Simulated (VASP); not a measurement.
# CO2 (I-42d) in VASP: further runs

The runs below take CO2 through single point, with r2SCAN+D3(BJ).

Program: VASP 6.6.1. These are calculated values, not measurements. Logs are shortened: lines on timing, memory, paths and dates and some standing lists are left out, and cuts for length are marked.

## 1. The cell of the first run

The structure is tetragonal, space group I-42d (No. 122). The conventional cell has a = 3.949 Å, b = 3.949 Å, c = 6.028 Å, α = 90.00°, β = 90.00°, γ = 90.00°. C (site symmetry -4) has 4 O at 1.40 Å within 1.9 Å. O (site symmetry 2) has 2 C at 1.40 Å within 1.9 Å.

## 2. Single point, r2SCAN+D3(BJ)

POSCAR

```
CO2
1.0
   -1.9747270000      1.9747270000      3.0140580000
    1.9747270000     -1.9747270000      3.0140580000
    1.9747270000      1.9747270000     -3.0140580000
C O
2 4
Direct
    0.7500000000      0.2500000000      0.5000000000
    0.0000000000      0.0000000000      0.0000000000
    0.7097980000      0.1250000000      0.0847980000
    0.3750000000      0.2902020000      0.4152020000
    0.0402020000      0.6250000000      0.9152020000
    0.8750000000      0.9597980000      0.5847980000
```

INCAR.step1

```
SYSTEM = CO2
  PREC = Accurate
  ENCUT = 660
  ISMEAR = 0
  SIGMA = 0.01
  LREAL = .False.
  LASPH = .True.
  NELM = 120
  NBANDS = 25
  GGA = PE
  ALGO = Normal
  EDIFF = 1E-5
  LWAVE = .True.
  LCHARG = .False.
  GGA_COMPAT = .False.
```

INCAR.step2

```
SYSTEM = CO2
  PREC = Accurate
  ENCUT = 660
  EDIFF = 1E-6
  ISMEAR = 0
  SIGMA = 0.01
  LREAL = .False.
  LASPH = .True.
  NELM = 120
  ALGO = Normal
  ISIF = 2
  LWAVE = .False.
  LCHARG = .False.
  METAGGA = R2SCAN
  LMIXTAU = .True.
  IVDW = 12
  VDW_S6 = 1.0
  VDW_S8 = 0.78981345
  VDW_A1 = 0.49484001
  VDW_A2 = 5.73083694
  NBANDS = 25
  ISTART = 1
  GGA_COMPAT = .False.
```

KPOINTS

```
regular mesh
0
Gamma
  6 6 6
  0 0 0
```

Potentials or basis: VASP PAW PBE potentials, release 64 (C, O).

Started as:

```bash
$ cat potpaw_PBE.64/C/POTCAR potpaw_PBE.64/O/POTCAR > POTCAR
$ cp INCAR.step1 INCAR
$ mpirun -np 1 vasp_std > vasp.out
$ cp INCAR.step2 INCAR
$ mpirun -np 1 vasp_std > vasp.out
```

OUTCAR:

```text
SYSTEM = CO2
   PREC = Accurate
   ENCUT = 660
   EDIFF = 1E-6
   ISMEAR = 0
   LREAL = .False.
   LASPH = .True.
   NELM = 120
   ISIF = 2
   METAGGA = R2SCAN
   IVDW = 12
   ISTART = 1
 IVDW          = 12

 ion  position               nearest neighbor table
   1  0.750  0.250  0.500-   3 1.40   5 1.40   6 1.40   4 1.40
   2  0.000  0.000  0.000-   3 1.40   4 1.40   6 1.40   5 1.40
   3  0.710  0.125  0.085-   1 1.40   2 1.40
   4  0.375  0.290  0.415-   2 1.40   1 1.40
   5  0.040  0.625  0.915-   1 1.40   2 1.40
   6  0.875  0.960  0.585-   1 1.40   2 1.40

  LATTYP: Found a body centered tetragonal cell.
 ALAT       =     3.9494540000
 C/A-ratio  =     1.5263162959

  Lattice vectors:

 A1 = (  -1.9747270000,   1.9747270000,   3.0140580000)
 A2 = (   1.9747270000,  -1.9747270000,   3.0140580000)
 A3 = (   1.9747270000,   1.9747270000,  -3.0140580000)

Analysis of symmetry for initial positions (statically):
=====================================================================
 Subroutine PRICEL returns:
 Original cell was already a primitive cell.

 Routine SETGRP: Setting up the symmetry group for a
 body centered tetragonal supercell.

 Subroutine GETGRP returns: Found  8 space group operations
 (whereof  4 operations were pure point group operations)
 out of a pool of 16 trial point group operations.

The static configuration has the point symmetry S_4 .
 The point group associated with its full space group is D_2d.

Analysis of symmetry for dynamics (positions and initial velocities):
=====================================================================
 Subroutine PRICEL returns:
 Original cell was already a primitive cell.

 Routine SETGRP: Setting up the symmetry group for a
 body centered tetragonal supercell.

 Subroutine GETGRP returns: Found  8 space group operations
 (whereof  4 operations were pure point group operations)
 out of a pool of 16 trial point group operations.

The dynamic configuration has the point symmetry S_4 .
 The point group associated with its full space group is D_2d.

 Subroutine INISYM returns: Found  8 space group operations
 (whereof  4 operations are pure point group operations),
 and found     1 'primitive' translations

----------------------------------------------------------------------------------------

                                     Primitive cell

  volume of cell :      47.0138

  direct lattice vectors                    reciprocal lattice vectors
    -1.974727000  1.974727000  3.014058000     0.000000000  0.253199556  0.165889309
     1.974727000 -1.974727000  3.014058000     0.253199556  0.000000000  0.165889309
     1.974727000  1.974727000 -3.014058000     0.253199556  0.253199556  0.000000000

  length of vectors
     4.108970562  4.108970562  4.108970562     0.302703284  0.302703284  0.358078246

  position of ions in fractional coordinates (direct lattice)
     0.750000000  0.250000000  0.500000000
     0.000000000  0.000000000  0.000000000
     0.709798000  0.125000000  0.084798000
     0.375000000  0.290202000  0.415202000
     0.040202000  0.625000000  0.915202000
     0.875000000  0.959798000  0.584798000

  ion indices of the primitive-cell ions
   primitive index   ion index
                 1           1
                 2           2
                 3           3
                 4           4
                 5           5
                 6           6

----------------------------------------------------------------------------------------

 KPOINTS: regular mesh

Automatic generation of k-mesh.
 Grid dimensions read from file:
 generate k-points for:    6    6    6

 Generating k-lattice:

  Cartesian coordinates                     Fractional coordinates (reciprocal lattice)
     0.000000000  0.042199926  0.027648218     0.166666667 -0.000000000  0.000000000
     0.042199926  0.000000000  0.027648218    -0.000000000  0.166666667  0.000000000
     0.042199926  0.042199926  0.000000000     0.000000000  0.000000000  0.166666667

  Length of vectors
     0.050450547  0.050450547  0.059679708

  Shift w.r.t. Gamma in fractional coordinates (k-lattice)
     0.000000000  0.000000000  0.000000000

 Subroutine IBZKPT returns following result:
 ===========================================

 Found     30 irreducible k-points:

 Following reciprocal coordinates:
            Coordinates               Weight
  0.000000  0.000000  0.000000      1.000000
  0.166667 -0.000000  0.000000      8.000000
  0.333333 -0.000000  0.000000      8.000000
  0.500000 -0.000000  0.000000      4.000000
  0.166667  0.166667  0.000000      8.000000
  0.333333  0.166667  0.000000     16.000000
[... 16 lines left out ...]
 -0.333333 -0.333333  0.166667      8.000000
 -0.166667 -0.333333  0.166667      8.000000
 [... further k-points ...]
   k-points           NKPTS =     30   k-points in BZ     NKDIM =     30   number of bands    NBANDS=     25
   number of dos      NEDOS =    301   number of ions     NIONS =      6
   total plane-waves  NPLWV =  46656
   dimension x,y,z NGX =    36 NGY =   36 NGZ =   36
   dimension x,y,z NGXF=    72 NGYF=   72 NGZF=   72
   ions per type =               2   4
   NGX,Y,Z   is equivalent  to a cutoff of  14.57, 14.57, 14.57 a.u.
   NGXF,Y,Z  is equivalent  to a cutoff of  29.13, 29.13, 29.13 a.u.
 SYSTEM =  CO2
   PREC   = accura    normal or accurate (medium, high low for compatibility)
   ISTART =      1    job   : 0-new  1-cont  2-samecut
   ICHARG =      0    charge: 1-file 2-atom 10-const
   ISPIN  =      1    spin polarized calculation?
   LNONCOLLINEAR =      F non collinear calculations
   LSORBIT =      F    spin-orbit coupling
   LASPH  =      T    aspherical Exc in radial PAW
   ENCUT  =  660.0 eV  48.51 Ry    6.96 a.u.   8.61  8.61  8.61*2*pi/ulx,y,z
   NELM   =    120;   NELMIN=  2; NELMDL=  0     # of ELM steps
   EDIFF  = 0.1E-05   stopping-criterion for ELM
   LREAL  =      F    real-space projection
   EDIFFG = 0.1E-04   stopping-criterion for IOM
   NSW    =      0    number of steps for IOM
   IBRION =     -1    ionic relax: 0-MD 1-quasi-New 2-CG
   NFREE  =      0    steps in history (QN), initial steepest desc. (CG)
   ISIF   =      2    stress and relaxation
   ISYM   =      2    0-nonsym 1-usesym 2-fastsym
   POTIM  = 0.5000    time-step for ionic-motion
   TEBEG  =    0.0;   TEEND  =   0.0 temperature during run
   PSTRESS=    0.0 pullay stress
   NELECT =      32.0000    total number of electrons
   NUPDOWN=      -1.0000    fix difference up-down
   EMIN   =  10.00;   EMAX   =-10.00  energy-range for DOS
   EFERMI =   0.00;   METHOD = LEGACY
   ISMEAR =     0;   SIGMA  =   0.01  broadening in eV -4-tet -1-fermi 0-gaus
   EFERMI_NEDOS =   21; number of points for ismear=-14 and -15
   IALGO  =     38    algorithm
   IMIX   =      4    mixing-type and parameters
     AMIX     =   0.40;   BMIX     =  1.00
     AMIX_MAG =   1.60;   BMIX_MAG =  1.00
  volume/ion in A,a.u.               =       7.84        52.88
  Fermi-wavevector in a.u.,A,eV,Ry     =   1.440068  2.721333 28.215694  2.073795
  Thomas-Fermi vector in A             =   2.558853
   LORBIT       =      0    0 simple, 1 ext, 2 COOP (PROOUT), +10 PAW based schemes
   METAGGA = R2SCAN    functional components
   LHFCALC =     F    Hartree Fock is set to
   AEXX    =    0.0000 exact exchange contribution
   IVDW    =    12    specifies the selected vdW correction
   LEPSILON=     F    determine dielectric tensor
   LRPA    =     F    only Hartree local field effects (RPA)
 non-spin polarized calculation
 Gauss-broadening in eV      SIGMA  =   0.01
  energy-cutoff  :      660.00
  volume of cell :       47.01
 maximum number of plane-waves:      1837
 NGX is ok and might be reduce to    36
   NGX = 17   NGY = 17   NGZ = 17

 number of electron      31.9999994 magnetization

 Free energy of the ion-electron system (eV)
  ---------------------------------------------------
  ext. energy  EPLUGINS =         0.00000000
  ---------------------------------------------------
  free energy    TOTEN  =       -49.39911211 eV

  energy without entropy =      -49.39911211  energy(sigma->0) =      -49.39911211

 E-fermi :   1.7118     XC(G=0): -11.8489

 val. band max:        1.6219836040   @ k =   0.5000  -0.0000   0.0000
 cond. band min:      10.0238316191   @ k =   0.0000   0.0000   0.0000
 fundamental gap:      8.4018480151
 Fermi energy:         1.7117721984

 k-point     1 :       0.0000    0.0000    0.0000
  band No.  band energies     occupation
      1     -23.4430      2.00000
      2     -18.2579      2.00000
      3     -18.2579      2.00000
      4     -17.6317      2.00000
      5     -13.4369      2.00000
      6      -8.1025      2.00000
[... 17 lines left out ...]
     24      17.7712      0.00000
     25      17.7712      0.00000

 k-point     2 :       0.1667   -0.0000    0.0000
  band No.  band energies     occupation
      1     -23.2613      2.00000
      2     -18.6794      2.00000
      3     -18.2990      2.00000
      4     -17.8147      2.00000
      5     -12.8952      2.00000
      6      -8.1055      2.00000
[... 17 lines left out ...]
     24      17.6019      0.00000
     25      17.9260      0.00000

 k-point     3 :       0.3333   -0.0000    0.0000
  band No.  band energies     occupation
      1     -22.7884      2.00000
      2     -19.6758      2.00000
      3     -18.3622      2.00000
      4     -17.9684      2.00000
      5     -11.9849      2.00000
      6      -8.1255      2.00000
[... 17 lines left out ...]
     24      17.1302      0.00000
     25      17.6275      0.00000

 k-point     4 :       0.5000   -0.0000    0.0000
  band No.  band energies     occupation
      1     -22.4336      2.00000
      2     -20.2619      2.00000
      3     -18.3845      2.00000
      4     -18.0311      2.00000
      5     -11.5848      2.00000
      6      -8.1045      2.00000
[... 17 lines left out ...]
     24      16.9339      0.00000
     25      17.5810      0.00000

 k-point     5 :       0.1667    0.1667    0.0000
  band No.  band energies     occupation
      1     -22.9752      2.00000
      2     -19.2517      2.00000
      3     -18.3720      2.00000
      4     -18.0029      2.00000
      5     -12.1903      2.00000
      6      -8.2756      2.00000
[... 17 lines left out ...]
     24      17.4011      0.00000
     25      17.7612      0.00000

 k-point     6 :       0.3333    0.1667    0.0000
  band No.  band energies     occupation
      1     -22.4625      2.00000
      2     -20.1484      2.00000
      3     -18.4339      2.00000
      4     -18.0990      2.00000
      5     -11.4220      2.00000
      6      -8.4438      2.00000
[... 17 lines left out ...]
     24      17.1695      0.00000
     25      17.3815      0.00000
[... 393 lines left out ...]
 k-point    21 :      -0.3333    0.5000    0.1667
  band No.  band energies     occupation
      1     -21.9301      2.00000
      2     -20.7989      2.00000
      3     -18.4948      2.00000
      4     -18.3073      2.00000
      5     -10.4767      2.00000
      6      -8.8404      2.00000
[... 17 lines left out ...]
     24      17.0743      0.00000
     25      17.6725      0.00000

 k-point    22 :      -0.1667    0.5000    0.1667
  band No.  band energies     occupation
      1     -22.3145      2.00000
      2     -20.3474      2.00000
      3     -18.4393      2.00000
      4     -18.2163      2.00000
      5     -11.0989      2.00000
      6      -8.1324      2.00000
[... 17 lines left out ...]
     24      16.9536      0.00000
     25      17.3344      0.00000

 k-point    23 :      -0.3333   -0.3333    0.1667
  band No.  band energies     occupation
      1     -22.3434      2.00000
      2     -20.2414      2.00000
      3     -18.4764      2.00000
      4     -18.3197      2.00000
      5     -10.8484      2.00000
      6      -8.3157      2.00000
[... 17 lines left out ...]
     24      17.0277      0.00000
     25      17.1355      0.00000

 k-point    24 :      -0.1667   -0.3333    0.1667
  band No.  band energies     occupation
      1     -22.8084      2.00000
      2     -19.4875      2.00000
      3     -18.3852      2.00000
      4     -18.2557      2.00000
      5     -11.6540      2.00000
      6      -7.8940      2.00000
[... 17 lines left out ...]
     24      17.1446      0.00000
     25      17.3592      0.00000

 [... further k-points ...]

------------------------ aborting loop because EDIFF is reached ----------------------------------------

 Edisp (eV)   -0.29093

 E8    (eV) :    -0.0537

  FORCE on cell =-STRESS in cart. coord.  units (eV):
  Direction    XX          YY          ZZ          XY          YZ          ZX
  --------------------------------------------------------------------------------------
  -------------------------------------------------------------------------------------
  Total      -2.07657    -2.07657    -2.53357     0.00000     0.00000     0.00000
  in kB     -70.76711   -70.76711   -86.34104     0.00000     0.00000     0.00000
  external pressure =      -75.96 kB  Pullay stress =        0.00 kB

 VOLUME and BASIS-vectors are now :
 -----------------------------------------------------------------------------
  energy-cutoff  :      660.00
  volume of cell :       47.01
      direct lattice vectors                 reciprocal lattice vectors
    -1.974727000  1.974727000  3.014058000     0.000000000  0.253199556  0.165889309
     1.974727000 -1.974727000  3.014058000     0.253199556  0.000000000  0.165889309
     1.974727000  1.974727000 -3.014058000     0.253199556  0.253199556  0.000000000

 POSITION                                       TOTAL-FORCE (eV/Angst)
 -----------------------------------------------------------------------------------
     -0.00000      1.97473      1.50703         0.000000     -0.000000     -0.000000
      0.00000      0.00000      0.00000         0.000000     -0.000000      0.000000
     -0.98736      1.32227      2.26054         0.000000      0.163294      0.000000
      0.65246      0.98736      0.75351        -0.163294     -0.000000      0.000000
      2.96209      0.65246     -0.75351         0.000000     -0.163294      0.000000
      1.32227      0.98736      3.76757         0.163294      0.000000      0.000000
 -----------------------------------------------------------------------------------
    total drift:                                0.000001      0.000001      0.000001

  FREE ENERGIE OF THE ION-ELECTRON SYSTEM (eV)
  ---------------------------------------------------
  free  energy   TOTEN  =       -49.6900401072 eV

  energy  without entropy=      -49.6900401072  energy(sigma->0) =      -49.69004011
```

Run time: 88 s. Hardware: 1 thread of Intel Xeon 6975P-C (Granite Rapids), shared host; peak memory 0.21 GiB.

Results:

```
Free energy                : -49.6900 eV
Pressure                   : -7.6 GPa
Largest force              : 0.163 eV/Å
Band gap on the k mesh     : 8.40 eV (least direct gap 8.83 eV)
Dispersion energy per atom : -0.048 eV
```

Forces in eV/Å, atoms in the order of the input:
```
C    0.000  0.000  0.000
C    0.000  0.000  0.000
O    0.000  0.163  0.000
O   -0.163  0.000  0.000
O    0.000 -0.163  0.000
O    0.163  0.000  0.000
```

Caveat: the cell stands under tension; the PAW data sets were made with another functional, which shifts forces and pressure a little. A k mesh can miss the band edges.

## 3. Single point, r2SCAN+D3(BJ)

POSCAR is that of step 2.

INCAR.step1

```
  PREC = Accurate
  ENCUT = 660
  ISMEAR = 0
  SIGMA = 0.01
  LREAL = False
  LASPH = True
  NELM = 120
  NBANDS = 25
  GGA = PE
  ALGO = Normal
  EDIFF = 1E-5
  LWAVE = True
  LCHARG = False
  GGA_COMPAT = False
```

INCAR.step2

```
  PREC = Accurate
  ENCUT = 660
  EDIFF = 1E-6
  ISMEAR = 0
  SIGMA = 0.01
  LREAL = False
  LASPH = True
  NELM = 120
  ALGO = Normal
  ISIF = 2
  LWAVE = False
  LCHARG = True
  METAGGA = R2SCAN
  LMIXTAU = True
  IVDW = 12
  VDW_S6 = 1.0
  VDW_S8 = 0.78981345
  VDW_A1 = 0.49484001
  VDW_A2 = 5.73083694
  LELF = True
  LVHAR = True
  NBANDS = 25
  ISTART = 1
  GGA_COMPAT = False
```

KPOINTS

```
regular mesh
0
Gamma
  6 6 6
```

Potentials or basis: VASP PAW PBE potentials, release 64 (C, O).

Started as:

```bash
$ cat potpaw_PBE.64/C/POTCAR potpaw_PBE.64/O/POTCAR > POTCAR
$ cp INCAR.step1 INCAR
$ mpirun -np 1 vasp_std > vasp.out
$ cp INCAR.step2 INCAR
$ mpirun -np 1 vasp_std > vasp.out
```

Wall time 85 s (1 thread of Intel Xeon 6975P-C (Granite Rapids), shared host); peak memory 0.22 GiB.

It converged, with:

* Free energy: -49.6900 eV
* Pressure: -7.6 GPa
* Largest force: 0.163 eV/Å
* Band gap on the k mesh: 8.40 eV (least direct gap 8.83 eV)
* Dispersion energy per atom: -0.048 eV

Forces in eV/Å, atoms in the order of the input:
```
C    0.000  0.000  0.000
C    0.000  0.000  0.000
O    0.000  0.163  0.000
O   -0.163  0.000  0.000
O    0.000 -0.163  0.000
O    0.163  0.000  0.000
```

Stress tensor (GPa, compression positive):
```
-7.08  0.00  0.00
 0.00 -7.08  0.00
 0.00  0.00 -8.63
```

Levels at points of the mesh, in eV from the valence-band top:
| k point | band 14 | band 15 | band 16 | band 17 | band 18 | band 19 |
| --- | --- | --- | --- | --- | --- | --- |
| (0.00, 0.00, 0.00) | -0.82 | -0.82 | -0.43 | 8.40 | 9.73 | 10.02 |
| (0.50, 0.00, 0.00) | -1.38 | -0.40 | 0.00 | 8.94 | 10.11 | 10.43 |
| (0.50, 0.50, 0.00) | -0.66 | -0.52 | -0.52 | 9.54 | 9.54 | 10.71 |
| (0.50, 0.50, 0.50) | -2.87 | -0.02 | -0.02 | 9.64 | 9.64 | 11.39 |

Caveat: the cell stands under tension; the PAW data sets were made with another functional, which shifts forces and pressure a little. A k mesh can miss the band edges.
